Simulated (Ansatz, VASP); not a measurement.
SeBrO: VASP beside Ansatz

```xyz
6
Lattice="3.8003 0.0000 0.0000 0.0000 3.2936 0.0000 0.0000 0.0000 7.5539" Properties=species:S:1:pos:R:3 pbc="T T T"
Se    0.0000    1.6468    0.9140
Se    1.9002    0.0000    6.6399
O     0.0000    0.0000    7.3273
O     1.9002    1.6468    0.2266
Br    0.0000    0.0000    2.6061
Br    1.9002    1.6468    4.9478
```

Alike in both runs: task single point; functional r2SCAN; k mesh 9 × 10 × 5; no spin polarisation.

|  | VASP | Ansatz |
| --- | --- | --- |
| version | VASP 6.6.1 | Ansatz 0.2.0 |
| potentials or method | VASP PAW PBE potentials, release 64 (Se, O, Br), cutoff 520 eV | PAW plane waves |
| occupations | fermi-dirac, width 0.1 eV | fermi-dirac |
| valence electrons in the cell | 38 | 58 |

|  | VASP | Ansatz | Ansatz less VASP |
| --- | --- | --- | --- |
| rms of the force components (eV/Å) | 1.466 | 1.464 | -0.0023 |

VASP's potentials were made for PBE, not for r2SCAN. Atom by atom the forces differ by 0.005 eV/Å (rms over components). VASP's potentials hold 38 valence electrons a cell and Ansatz's 58, so a difference there can come from the potentials and not from the codes.
